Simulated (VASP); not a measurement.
Wanted: the native input for a VASP 6.6.1 run.

| Quantity | Value |
| --- | --- |
| Task | single point |
| Functional | PBE |
| Potentials or basis | VASP PAW PBE potentials, release 64 (Al, N) |
| Cutoff | 520 eV |
| k mesh | 4 × 4 × 4 |
| Occupations | gaussian, width 0.1 eV |
| Spin | no spin polarisation |
| Dipole correction | no |
| Further INCAR settings | ALGO = Normal; EDIFF = 1e-06; NBANDS = 19 |

The structure of Al5N lies in POSCAR:

```
Al5N
1.0
    0.0000000000      3.6462159891      3.6462159891
    3.6462159891      0.0000000000      3.6462159891
    3.6462159891      3.6462159891      0.0000000000
Al N
5 1
Direct
    0.2500000000      0.2500000000      0.2500000000
    0.6245653026      0.1263040921      0.6245653026
    0.6245653026      0.6245653026      0.1263040921
    0.6245653026      0.6245653026      0.6245653026
    0.1263040921      0.6245653026      0.6245653026
    0.0000000000      0.0000000000      0.0000000000
```

One way to write it, as run:

INCAR

```
SYSTEM = Al5N
PREC = Accurate
ENCUT = 520
EDIFF = 1E-6
ISMEAR = 0
SIGMA = 0.1
LREAL = .False.
LASPH = .True.
NELM = 80
ALGO = Normal
ISIF = 2
LWAVE = .False.
LCHARG = .True.
GGA = PE
LELF = .True.
LVHAR = .True.
NBANDS = 19
```

KPOINTS

```
Automatic mesh
0
Gamma
  4 4 4
  0 0 0
```

Potentials or basis: VASP PAW PBE potentials, release 64 (Al, N).

The run is started by

```bash
$ cat potpaw_PBE.64/Al/POTCAR potpaw_PBE.64/N/POTCAR > POTCAR
$ mpirun -np 1 vasp_std > vasp.out
```

Results of the run:

```json
{
 "Pressure": "0.3 GPa",
 "Largest force": "0.010 eV/Å",
 "Band gap on the k mesh": "zero (band 10 reaches 6.98 eV, above the bottom of band 11 at 5.73 eV)"
}
```

Caveat: the k points lie up to 0.37 Å⁻¹ apart.

It took 15 s on 1 thread of Intel(R) Xeon(R) Platinum 8488C (Sapphire Rapids), with other jobs on the host, peak memory 0.22 GiB.
